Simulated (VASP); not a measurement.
# Pd (Fm-3m) in VASP: a series of runs, part 2 of 2

VASP 6.6.1. Earlier steps stand in the parts before.

**3. Single point, PBE+D4**

This run uses another cell than the first one, of 14.90 Å³/atom, 1.010 times its volume.

File INCAR:

```
SYSTEM = Pd
PREC = Accurate
ENCUT = 520
EDIFF = 1E-7
ISMEAR = -1
SIGMA = 0.05
LREAL = .FALSE.
LASPH = .TRUE.
NELM = 100
ALGO = Normal
ISIF = 2
LWAVE = .FALSE.
LCHARG = .TRUE.
GGA = PE
IVDW = 13
LELF = .TRUE.
LVHAR = .TRUE.
NBANDS = 11
```

File KPOINTS:

```
Automatic mesh
0
G
  12 12 12
  0 0 0
```

File POSCAR:

```
Pd
1.0
    0.0000000000      1.9531539169      1.9531539169
    1.9531539169      0.0000000000      1.9531539169
    1.9531539169      1.9531539169      0.0000000000
Pd
1
Direct
    0.0000000000      0.0000000000      0.0000000000
```

Potentials or basis: VASP PAW PBE potentials, release 64 (Pd).

On the command line:

```console
cat potpaw_PBE.64/Pd/POTCAR > POTCAR
mpirun -np 1 vasp_std > vasp.out
```

It took 21 s on 1 thread of Intel Xeon 8259CL, shared host; peak memory 0.15 GiB.

It converged, with:

```yaml
Free_energy: -5.7127 eV
Pressure: -0.4 GPa
Band_gap_on_the_k_mesh: zero (band 5 reaches 9.88 eV, above the bottom of band 6 at 8.33 eV)
Dispersion_energy_per_atom: -0.488 eV
```

Levels at points of the mesh, in eV from the Fermi level:
| k point | band 3 | band 4 | band 5 | band 6 | band 7 | band 8 |
| --- | --- | --- | --- | --- | --- | --- |
| (0.00, 0.00, 0.00) | -2.77 | -2.77 | -1.19 | -1.19 | 17.22 | 21.94 |
| (0.50, 0.00, 0.00) | -2.82 | -0.01 | -0.01 | 1.07 | 7.27 | 16.58 |
| (0.50, 0.50, 0.00) | -0.03 | 0.30 | 0.30 | 3.38 | 10.69 | 13.19 |

Caveat: pairwise dispersion overbinds metals, which lowers pressure and volume.

**4. Single point, PBE**

This run uses another cell than the first one, of 15.32 Å³/atom, 1.038 times its volume.

File INCAR:

```
SYSTEM = Pd
PREC = Accurate ; ENCUT = 520
EDIFF = 1E-6 ; ISMEAR = -1
SIGMA = 0.05 ; LREAL = .False.
LASPH = .True. ; NELM = 100
ALGO = Normal ; ISIF = 2
LWAVE = .False. ; LCHARG = .False.
GGA = PE ; NBANDS = 11
```

File KPOINTS:

```
regular mesh
0
Gamma
  12 12 12
  0 0 0
```

File POSCAR:

```
Pd
1.0
    0.0000000000      1.9710426567      1.9710426567
    1.9710426567      0.0000000000      1.9710426567
    1.9710426567      1.9710426567      0.0000000000
Pd
1
Direct
    0.0000000000      0.0000000000      0.0000000000
```

Potentials or basis: VASP PAW PBE potentials, release 64 (Pd).

On the command line:

```console
cat potpaw_PBE.64/Pd/POTCAR > POTCAR
mpirun -np 1 vasp_std > vasp.out
```

OUTCAR:

```text
SYSTEM = Pd
   PREC = Accurate
   ENCUT = 520
   EDIFF = 1E-6
   ISMEAR = -1
   LREAL = .False.
   LASPH = .True.
   NELM = 100
   ISIF = 2
   GGA = PE

 ion  position               nearest neighbor table
   1  0.000  0.000  0.000-

  LATTYP: Found a face centered cubic cell.
 ALAT       =     3.9420853134

  Lattice vectors:

 A1 = (   0.0000000000,   1.9710426567,   1.9710426567)
 A2 = (   1.9710426567,   0.0000000000,   1.9710426567)
 A3 = (   1.9710426567,   1.9710426567,   0.0000000000)

Analysis of symmetry for initial positions (statically):
[... 33 lines left out ...]
                                     Primitive cell

  volume of cell :      15.3150

  direct lattice vectors                    reciprocal lattice vectors
     0.000000000  1.971042657  1.971042657    -0.253672846  0.253672846  0.253672846
     1.971042657  0.000000000  1.971042657     0.253672846 -0.253672846  0.253672846
     1.971042657  1.971042657  0.000000000     0.253672846  0.253672846 -0.253672846

  length of vectors
     2.787475257  2.787475257  2.787475257     0.439374257  0.439374257  0.439374257

  position of ions in fractional coordinates (direct lattice)
     0.000000000  0.000000000  0.000000000

  ion indices of the primitive-cell ions
[... 122 lines left out ...]
 E-fermi :   9.1306     XC(G=0): -12.9530

 val. band max:        9.1300840174   @ k =  -0.3333   0.4167   0.0833
 cond. band min:       9.1307149969   @ k =   0.5000   0.4167   0.0833
 fundamental gap:      0.0006309795
 Fermi energy:         9.1306063559

 k-point     1 :       0.0000    0.0000    0.0000
  band No.  band energies     occupation
      1       2.3089      2.00000
      2       6.4794      2.00000
      3       6.4794      2.00000
      4       6.4794      2.00000
      5       7.9935      2.00000
      6       7.9935      2.00000
      7      26.3288      0.00000
      8      30.8932      0.00000
      9      30.8932      0.00000
     10      30.8932      0.00000
     11      35.4587      0.00000
[... 309 lines left out ...]
 k-point    24 :      -0.4167    0.1667    0.0000
  band No.  band energies     occupation
      1       4.7293      2.00000
      2       6.0401      2.00000
      3       6.9450      2.00000
      4       7.3512      2.00000
      5       8.9112      1.97544
      6      12.7054      0.00000
      7      16.4766      0.00000
      8      24.7253      0.00000
      9      27.7790      0.00000
     10      28.6405      0.00000
     11      35.6033      0.00000

 [... further k-points ...]
[... 5 lines left out ...]
  --------------------------------------------------------------------------------------
  -------------------------------------------------------------------------------------
  Total       -0.0300254     -0.0300254     -0.0300254     -0.0000000     -0.0000000      0.0000000
  in kB       -3.1410942     -3.1410942     -3.1410942     -0.0000000     -0.0000000      0.0000000
  external PRESSURE =      -3.1410942 kB  Pullay stress =       0.0000000 kB

 VOLUME and BASIS-vectors are now :
 -----------------------------------------------------------------------------
  energy-cutoff  :      520.00
  volume of cell :       15.32
      direct lattice vectors                 reciprocal lattice vectors
     0.000000000  1.971042657  1.971042657    -0.253672846  0.253672846  0.253672846
     1.971042657  0.000000000  1.971042657     0.253672846 -0.253672846  0.253672846
     1.971042657  1.971042657  0.000000000     0.253672846  0.253672846 -0.253672846

 POSITION                                       TOTAL-FORCE (eV/Angst)
 -----------------------------------------------------------------------------------
      0.00000      0.00000      0.00000         0.000000      0.000000      0.000000
 -----------------------------------------------------------------------------------
    total drift:                               -0.000000      0.000000     -0.000000

  FREE ENERGIE OF THE ION-ELECTRON SYSTEM (eV)
  ---------------------------------------------------
  free  energy   TOTEN  =        -5.2304694160 eV

  energy  without entropy=       -5.2100319379  energy(sigma->0) =       -5.22025068
```

Wall time 16 s (1 thread of Intel Xeon 8259CL, shared host); peak memory 0.14 GiB.

What came out:

- Free energy: -5.2305 eV
- Pressure: -0.3 GPa
- Band gap on the k mesh: zero (band 5 reaches 9.42 eV, above the bottom of band 6 at 7.94 eV)

Levels at points of the mesh, in eV from the Fermi level:
```csv
k point,band 2,band 3,band 4,band 5,band 6,band 7,band 8,band 9
"(0.00, 0.00, 0.00)",-2.65,-2.65,-2.65,-1.14,-1.14,17.20,21.76,21.76
"(0.50, 0.00, 0.00)",-2.69,-2.69,-0.01,-0.01,1.13,7.05,16.55,20.76
"(0.50, 0.50, 0.00)",-4.79,-0.04,0.29,0.29,3.38,10.41,13.03,13.03
```

**5. Single point, LDA**

File INCAR:

```
PREC = Accurate ; ENCUT = 500
EDIFF = 1E-6 ; ISMEAR = 1
SIGMA = 0.025 ; LREAL = F
LASPH = T ; NELM = 120
ALGO = Normal ; ISIF = 2
LWAVE = F ; LCHARG = F
NBANDS = 11 ; GGA_COMPAT = F
```

File KPOINTS:

```
Automatic mesh
0
Gamma
  12 12 12
```

File POSCAR:

```
Pd
1.0
    0.0000000000      1.9465000000      1.9465000000
    1.9465000000      0.0000000000      1.9465000000
    1.9465000000      1.9465000000      0.0000000000
Pd
1
Direct
    0.0000000000      0.0000000000      0.0000000000
```

Potentials or basis: VASP PAW LDA potentials, release 64 (Pd).

On the command line:

```console
cat potpaw_LDA.64/Pd/POTCAR > POTCAR
mpirun -np 1 vasp_std > vasp.out
```

OUTCAR:

```text
PREC = Accurate
   ENCUT = 500
   EDIFF = 1E-6
   ISMEAR = 1
   LREAL = F
   LASPH = T
   NELM = 120
   ISIF = 2

 ion  position               nearest neighbor table
   1  0.000  0.000  0.000-

  LATTYP: Found a face centered cubic cell.
 ALAT       =     3.8930000000

  Lattice vectors:

 A1 = (   0.0000000000,   1.9465000000,   1.9465000000)
 A2 = (   1.9465000000,   0.0000000000,   1.9465000000)
 A3 = (   1.9465000000,   1.9465000000,   0.0000000000)

Analysis of symmetry for initial positions (statically):
[... 506 lines left out ...]
      3       7.2101      2.00000
      4       7.6203      2.00000
      5       9.3225      2.00000
      6      13.1615      0.00000
      7      17.0952      0.00000
      8      25.3676      0.00000
      9      28.3606      0.00000
     10      29.3355      0.00000
     11      35.3706      0.00000

 [... further k-points ...]
[... 5 lines left out ...]
  --------------------------------------------------------------------------------------
  -------------------------------------------------------------------------------------
  Total       -0.7930989     -0.7930989     -0.7930989      0.0000000      0.0000000      0.0000000
  in kB      -86.1479043    -86.1479043    -86.1479043      0.0000000      0.0000000      0.0000000
  external PRESSURE =     -86.1479043 kB  Pullay stress =       0.0000000 kB

 VOLUME and BASIS-vectors are now :
 -----------------------------------------------------------------------------
  energy-cutoff  :      500.00
  volume of cell :       14.75
      direct lattice vectors                 reciprocal lattice vectors
     0.000000000  1.946500000  1.946500000    -0.256871307  0.256871307  0.256871307
     1.946500000  0.000000000  1.946500000     0.256871307 -0.256871307  0.256871307
     1.946500000  1.946500000  0.000000000     0.256871307  0.256871307 -0.256871307

 POSITION                                       TOTAL-FORCE (eV/Angst)
 -----------------------------------------------------------------------------------
      0.00000      0.00000      0.00000         0.000000      0.000000      0.000000
 -----------------------------------------------------------------------------------
    total drift:                                0.000000      0.000000      0.000000

  FREE ENERGIE OF THE ION-ELECTRON SYSTEM (eV)
  ---------------------------------------------------
  free  energy   TOTEN  =        -6.4813457343 eV

  energy  without entropy=       -6.4806097353  energy(sigma->0) =       -6.48110040
```

Wall time 5.6 s (1 thread of Intel Xeon Platinum 8488C (Sapphire Rapids), shared host); peak memory 0.12 GiB.

Results:

```
Free energy            : -6.4813 eV
Pressure               : -8.6 GPa
Band gap on the k mesh : zero (band 5 reaches 9.86 eV, above the bottom of band 6 at 8.28 eV)
```

**6. The runs side by side**

| level | potentials or basis | cell | cutoff (eV) | smearing | gap on the mesh (eV) | pressure (GPa) |
| --- | --- | --- | --- | --- | --- | --- |
| PBE+D3(BJ) | VASP PAW PBE potentials, release 64 (Pd) | a = 2.753 Å, angles 60.0°, 1 atom | 520 | fermi-dirac 0.05 eV | none | -0.9 |
| PBE+D4 | VASP PAW PBE potentials, release 64 (Pd) | a = 2.762 Å, angles 60.0°, 1 atom | 520 | fermi-dirac 0.05 eV | none | -0.4 |
| PBE | VASP PAW PBE potentials, release 64 (Pd) | a = 2.787 Å, angles 60.0°, 1 atom | 520 | fermi-dirac 0.05 eV | none | -0.3 |
| LDA | VASP PAW LDA potentials, release 64 (Pd) | a = 2.753 Å, angles 60.0°, 1 atom | 500 | methfessel-paxton 0.025 eV | none | -8.6 |

Alike in all rows: task single point; no spin polarisation; k mesh 12 × 12 × 12.

Caveats: pairwise dispersion overbinds metals, which lowers pressure and volume (some runs); three body term missing (some runs).

Absolute energies hang on the potentials; compare differences alone.
